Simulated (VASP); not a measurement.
# Ga4BAs3 (I-42m) in VASP: single point with PBE

Aim: the single point of Ga4BAs3 with PBE.

Program: VASP 6.6.1. These are calculated values, not measurements. Logs are shortened: lines on timing, memory, paths and dates and some standing lists are left out, and cuts for length are marked.

### 1 The cell of the first run

It takes space group I-42m (No. 121, tetragonal). Conventional cell: a = 5.566 Å, b = 5.566 Å, c = 10.902 Å, α = 90.00°, β = 90.00°, γ = 90.00°. Ga (site symmetry m) has 1 B at 2.10 Å and 3 As at 2.50 to 2.52 Å within 2.8 Å. B (site symmetry -42m) has 4 Ga at 2.10 Å within 2.8 Å. As (site symmetry -4) has 4 Ga at 2.50 Å within 3.3 Å. Within 3.3 Å of As (site symmetry -42m) lie 4 Ga at 2.52 Å.

### 2 Single point, PBE

File INCAR:

```
SYSTEM = Ga4BAs3
PREC = Accurate
ENCUT = 520
EDIFF = 1E-7
ISMEAR = 0
SIGMA = 0.1
LREAL = .False.
LASPH = .True.
NELM = 60
ALGO = Normal
ISIF = 2
LWAVE = .False.
LCHARG = .True.
GGA = PE
LELF = .True.
LVHAR = .True.
NBANDS = 45
```

File KPOINTS:

```
regular mesh
0
Gamma
  8 8 8
  0 0 0
```

File POSCAR:

```
Ga4BAs3
1.0
   -2.7830645587      2.7830645587      5.4511345285
    2.7830645587     -2.7830645587      5.4511345285
    2.7830645587      2.7830645587     -5.4511345285
Ga B As
4 1 3
Direct
    0.1078169909      0.1078169909      0.4370078073
    0.6708091836      0.6708091836      0.5629921927
    0.3291908164      0.8921830091      0.0000000000
    0.8921830091      0.3291908164      0.0000000000
    0.0000000000      0.0000000000      0.0000000000
    0.2500000000      0.7500000000      0.5000000000
    0.7500000000      0.2500000000      0.5000000000
    0.5000000000      0.5000000000      0.0000000000
```

Potentials or basis: VASP PAW PBE potentials, release 64 (Ga_d, B, As).

On the command line:

```sh
cat potpaw_PBE.64/Ga_d/POTCAR potpaw_PBE.64/B/POTCAR potpaw_PBE.64/As/POTCAR > POTCAR
mpirun -np 1 vasp_std > vasp.out
```

OUTCAR:

```text
SYSTEM = Ga4BAs3
   PREC = Accurate
   ENCUT = 520
   EDIFF = 1E-7
   ISMEAR = 0
   LREAL = .False.
   LASPH = .True.
   NELM = 60
   ISIF = 2
   GGA = PE

 ion  position               nearest neighbor table
   1  0.108  0.108  0.437-   5 2.10   6 2.50   7 2.50   8 2.52
   2  0.671  0.671  0.563-   5 2.10   6 2.50   7 2.50   8 2.52
   3  0.329  0.892  0.000-   5 2.10   7 2.50   6 2.50   8 2.52
   4  0.892  0.329  0.000-   5 2.10   6 2.50   7 2.50   8 2.52
   5  0.000  0.000  0.000-   1 2.10   3 2.10   4 2.10   2 2.10
   6  0.250  0.750  0.500-   1 2.50   2 2.50   3 2.50   4 2.50
   7  0.750  0.250  0.500-   1 2.50   2 2.50   4 2.50   3 2.50
   8  0.500  0.500  0.000-   2 2.52   3 2.52   4 2.52   1 2.52

  LATTYP: Found a body centered tetragonal cell.
 ALAT       =     5.5661291174
 C/A-ratio  =     1.9586805888

  Lattice vectors:

 A1 = (  -2.7830645587,   2.7830645587,   5.4511345285)
 A2 = (   2.7830645587,  -2.7830645587,   5.4511345285)
 A3 = (   2.7830645587,   2.7830645587,  -5.4511345285)

Analysis of symmetry for initial positions (statically):
=====================================================================
 Subroutine PRICEL returns:
 Original cell was already a primitive cell.

 Routine SETGRP: Setting up the symmetry group for a
 body centered tetragonal supercell.

 Subroutine GETGRP returns: Found  8 space group operations
 (whereof  8 operations were pure point group operations)
 out of a pool of 16 trial point group operations.

The static configuration has the point symmetry D_2d.

Analysis of symmetry for dynamics (positions and initial velocities):
=====================================================================
 Subroutine PRICEL returns:
 Original cell was already a primitive cell.

 Routine SETGRP: Setting up the symmetry group for a
 body centered tetragonal supercell.

 Subroutine GETGRP returns: Found  8 space group operations
 (whereof  8 operations were pure point group operations)
 out of a pool of 16 trial point group operations.

The dynamic configuration has the point symmetry D_2d.

 Subroutine INISYM returns: Found  8 space group operations
 (whereof  8 operations are pure point group operations),
 and found     1 'primitive' translations

----------------------------------------------------------------------------------------

                                     Primitive cell

  volume of cell :     168.8859

  direct lattice vectors                    reciprocal lattice vectors
    -2.783064559  2.783064559  5.451134528     0.000000000  0.179658067  0.091724025
     2.783064559 -2.783064559  5.451134528     0.179658067  0.000000000  0.091724025
     2.783064559  2.783064559 -5.451134528     0.179658067  0.179658067  0.000000000

  length of vectors
     6.723523208  6.723523208  6.723523208     0.201718413  0.201718413  0.254074875

  position of ions in fractional coordinates (direct lattice)
     0.107816991  0.107816991  0.437007807
     0.670809184  0.670809184  0.562992193
     0.329190816  0.892183009  0.000000000
     0.892183009  0.329190816  0.000000000
     0.000000000  0.000000000  0.000000000
     0.250000000  0.750000000  0.500000000
     0.750000000  0.250000000  0.500000000
     0.500000000  0.500000000  0.000000000

  ion indices of the primitive-cell ions
   primitive index   ion index
                 1           1
                 2           2
                 3           3
                 4           4
                 5           5
                 6           6
                 7           7
                 8           8

----------------------------------------------------------------------------------------

 KPOINTS: regular mesh

Automatic generation of k-mesh.
 Grid dimensions read from file:
 generate k-points for:    8    8    8

 Generating k-lattice:

  Cartesian coordinates                     Fractional coordinates (reciprocal lattice)
     0.000000000  0.022457258  0.011465503     0.125000000  0.000000000 -0.000000000
     0.022457258  0.000000000  0.011465503     0.000000000  0.125000000 -0.000000000
     0.022457258  0.022457258  0.000000000     0.000000000  0.000000000  0.125000000

  Length of vectors
     0.025214802  0.025214802  0.031759359

  Shift w.r.t. Gamma in fractional coordinates (k-lattice)
     0.000000000  0.000000000  0.000000000

 Subroutine IBZKPT returns following result:
 ===========================================

 Found     59 irreducible k-points:

 Following reciprocal coordinates:
            Coordinates               Weight
  0.000000  0.000000  0.000000      1.000000
  0.125000  0.000000  0.000000      8.000000
  0.250000  0.000000  0.000000      8.000000
  0.375000 -0.000000  0.000000      8.000000
  0.500000  0.000000  0.000000      4.000000
  0.125000  0.125000  0.000000      8.000000
[... 16 lines left out ...]
  0.250000  0.125000  0.125000     16.000000
  0.375000  0.125000  0.125000      8.000000
 [... further k-points ...]
   k-points           NKPTS =     59   k-points in BZ     NKDIM =     59   number of bands    NBANDS=     45
   number of dos      NEDOS =    301   number of ions     NIONS =      8
   total plane-waves  NPLWV = 125000
   dimension x,y,z NGX =    50 NGY =   50 NGZ =   50
   dimension x,y,z NGXF=   100 NGYF=  100 NGZF=  100
   ions per type =               4   1   3
   NGX,Y,Z   is equivalent  to a cutoff of  12.36, 12.36, 12.36 a.u.
   NGXF,Y,Z  is equivalent  to a cutoff of  24.73, 24.73, 24.73 a.u.
 SYSTEM =  Ga4BAs3
   PREC   = accura    normal or accurate (medium, high low for compatibility)
   ISTART =      0    job   : 0-new  1-cont  2-samecut
   ICHARG =      2    charge: 1-file 2-atom 10-const
   ISPIN  =      1    spin polarized calculation?
   LNONCOLLINEAR =      F non collinear calculations
   LSORBIT =      F    spin-orbit coupling
   LASPH  =      T    aspherical Exc in radial PAW
   ENCUT  =  520.0 eV  38.22 Ry    6.18 a.u.  12.50 12.50 12.50*2*pi/ulx,y,z
   NELM   =     60;   NELMIN=  2; NELMDL= -5     # of ELM steps
   EDIFF  = 0.1E-06   stopping-criterion for ELM
   LREAL  =      F    real-space projection
   EDIFFG = 0.1E-05   stopping-criterion for IOM
   NSW    =      0    number of steps for IOM
   IBRION =     -1    ionic relax: 0-MD 1-quasi-New 2-CG
   NFREE  =      0    steps in history (QN), initial steepest desc. (CG)
   ISIF   =      2    stress and relaxation
   ISYM   =      2    0-nonsym 1-usesym 2-fastsym
   POTIM  = 0.5000    time-step for ionic-motion
   TEBEG  =    0.0;   TEEND  =   0.0 temperature during run
   PSTRESS=    0.0 pullay stress
   NELECT =      70.0000    total number of electrons
   NUPDOWN=      -1.0000    fix difference up-down
   EMIN   =  10.00;   EMAX   =-10.00  energy-range for DOS
   EFERMI =   0.00;   METHOD = LEGACY
   ISMEAR =     0;   SIGMA  =   0.10  broadening in eV -4-tet -1-fermi 0-gaus
   EFERMI_NEDOS =   21; number of points for ismear=-14 and -15
   IALGO  =     38    algorithm
   IMIX   =      4    mixing-type and parameters
     AMIX     =   0.40;   BMIX     =  1.00
     AMIX_MAG =   1.60;   BMIX_MAG =  1.00
  volume/ion in A,a.u.               =      21.11       142.46
  Fermi-wavevector in a.u.,A,eV,Ry     =   1.220608  2.306615 20.271115  1.489885
  Thomas-Fermi vector in A             =   2.355820
   LORBIT       =      0    0 simple, 1 ext, 2 COOP (PROOUT), +10 PAW based schemes
   GGA     = PE    functional components
   LHFCALC =     F    Hartree Fock is set to
   AEXX    =    0.0000 exact exchange contribution
   IVDW    =     0    specifies the selected vdW correction
   LEPSILON=     F    determine dielectric tensor
   LRPA    =     F    only Hartree local field effects (RPA)
 non-spin polarized calculation
 Gauss-broadening in eV      SIGMA  =   0.10
  energy-cutoff  :      520.00
  volume of cell :      168.89
 maximum number of plane-waves:      4589
 NGX is ok and might be reduce to    50
   NGX = 25   NGY = 25   NGZ = 25

 number of electron      69.9999986 magnetization

 Free energy of the ion-electron system (eV)
  ---------------------------------------------------
  ext. energy  EPLUGINS =         0.00000000
  ---------------------------------------------------
  free energy    TOTEN  =       -32.43234027 eV

  energy without entropy =      -32.41274365  energy(sigma->0) =      -32.42254196

 E-fermi :   3.2090     XC(G=0):  -9.7068

 val. band max:        3.2065275032   @ k =   0.5000   0.2500   0.0000
 cond. band min:       3.2172837052   @ k =  -0.1250   0.3750   0.1250
 fundamental gap:      0.0107562020
 Fermi energy:         3.2090487994

 k-point     1 :       0.0000    0.0000    0.0000
  band No.  band energies     occupation
      1     -11.0209      2.00000
      2     -10.9974      2.00000
      3     -10.9646      2.00000
      4     -10.9246      2.00000
      5     -10.9246      2.00000
      6     -10.9221      2.00000
[... 37 lines left out ...]
     44       8.9582      0.00000
     45       8.9583      0.00000

 k-point     2 :       0.1250    0.0000    0.0000
  band No.  band energies     occupation
      1     -11.0171      2.00000
      2     -10.9985      2.00000
      3     -10.9642      2.00000
      4     -10.9289      2.00000
      5     -10.9221      2.00000
      6     -10.9214      2.00000
[... 37 lines left out ...]
     44       8.7155      0.00000
     45       8.9603      0.00000

 k-point     3 :       0.2500    0.0000    0.0000
  band No.  band energies     occupation
      1     -11.0072      2.00000
      2     -10.9993      2.00000
      3     -10.9633      2.00000
      4     -10.9406      2.00000
      5     -10.9191      2.00000
      6     -10.9171      2.00000
[... 37 lines left out ...]
     44       8.9397      0.00000
     45       9.4097      0.00000

 k-point     4 :       0.3750   -0.0000    0.0000
  band No.  band energies     occupation
      1     -10.9989      2.00000
      2     -10.9934      2.00000
      3     -10.9624      2.00000
      4     -10.9538      2.00000
      5     -10.9162      2.00000
      6     -10.9136      2.00000
[... 901 lines left out ...]
     44       8.9154      0.00000
     45       9.2821      0.00000

 k-point    23 :       0.2500    0.1250    0.1250
  band No.  band energies     occupation
      1     -10.9959      2.00000
      2     -10.9918      2.00000
      3     -10.9654      2.00000
      4     -10.9564      2.00000
      5     -10.9160      2.00000
      6     -10.9141      2.00000
[... 37 lines left out ...]
     44       9.2253      0.00000
     45       9.6780      0.00000

 k-point    24 :       0.3750    0.1250    0.1250
  band No.  band energies     occupation
      1     -10.9924      2.00000
      2     -10.9893      2.00000
      3     -10.9703      2.00000
      4     -10.9575      2.00000
      5     -10.9147      2.00000
      6     -10.9122      2.00000
[... 37 lines left out ...]
     44       8.7471      0.00000
     45       9.7822      0.00000

 [... further k-points ...]
[... 5 lines left out ...]
  --------------------------------------------------------------------------------------
  -------------------------------------------------------------------------------------
  Total        0.1411611      0.1411611      0.1531037      0.0000000     -0.0000000      0.0000000
  in kB        1.3391594      1.3391594      1.4524550      0.0000000     -0.0000000      0.0000000
  external PRESSURE =       1.3769246 kB  Pullay stress =       0.0000000 kB

 VOLUME and BASIS-vectors are now :
 -----------------------------------------------------------------------------
  energy-cutoff  :      520.00
  volume of cell :      168.89
      direct lattice vectors                 reciprocal lattice vectors
    -2.783064559  2.783064559  5.451134528     0.000000000  0.179658067  0.091724025
     2.783064559 -2.783064559  5.451134528     0.179658067  0.000000000  0.091724025
     2.783064559  2.783064559 -5.451134528     0.179658067  0.179658067  0.000000000

 POSITION                                       TOTAL-FORCE (eV/Angst)
 -----------------------------------------------------------------------------------
      1.21622      1.21622     -1.20674        -0.007534     -0.007534      0.008252
      1.56684      1.56684      4.24440         0.007534      0.007534      0.008252
      1.56684     -1.56684      6.65787         0.007534     -0.007534     -0.008252
     -1.56684      1.56684      6.65787        -0.007534      0.007534     -0.008252
      0.00000      0.00000      0.00000         0.000000      0.000000      0.000000
      2.78306     -0.00000      2.72557        -0.000000      0.000000      0.000000
     -0.00000      2.78306      2.72557        -0.000000      0.000000      0.000000
      0.00000      0.00000      5.45113        -0.000000     -0.000000      0.000000
 -----------------------------------------------------------------------------------
    total drift:                                0.000013      0.000013      0.000003

  FREE ENERGIE OF THE ION-ELECTRON SYSTEM (eV)
  ---------------------------------------------------
  free  energy   TOTEN  =       -32.4323402690 eV

  energy  without entropy=      -32.4127436485  energy(sigma->0) =      -32.42254196
```

Wall time 4.8 min (1 thread of Intel Xeon 6975P-C (Granite Rapids), shared host); peak memory 0.58 GiB.

Results:

```
Free energy            : -32.4323 eV
Pressure               : 0.1 GPa
Largest force          : 0.013 eV/Å
Band gap on the k mesh : zero (band 35 reaches 4.25 eV, above the bottom of band 36 at 2.53 eV)
```

Forces on the atoms (eV/Å):
```
Ga  -0.008 -0.008  0.008
Ga   0.008  0.008  0.008
Ga   0.008 -0.008 -0.008
Ga  -0.008  0.008 -0.008
B    0.000  0.000  0.000
As   0.000  0.000  0.000
As   0.000  0.000  0.000
As   0.000  0.000  0.000
```

Levels at points of the mesh, in eV from the Fermi level:
| k point | band 31 | band 32 | band 33 | band 34 | band 35 | band 36 | band 37 | band 38 | band 39 | band 40 |
| --- | --- | --- | --- | --- | --- | --- | --- | --- | --- | --- |
| (0.00, 0.00, 0.00) | -2.15 | -1.81 | -1.81 | 1.04 | 1.04 | 1.10 | 2.14 | 2.27 | 2.43 | 4.76 |
| (0.50, 0.00, 0.00) | -1.67 | -1.47 | -1.22 | -1.17 | -0.29 | -0.11 | 4.03 | 4.13 | 4.23 | 4.36 |
| (0.50, 0.50, 0.00) | -0.39 | -0.37 | -0.23 | -0.08 | 0.01 | 0.20 | 2.10 | 2.34 | 3.66 | 3.80 |
| (0.50, 0.50, 0.50) | -1.68 | -1.41 | -0.82 | -0.82 | -0.68 | -0.68 | 1.82 | 2.34 | 2.66 | 2.66 |
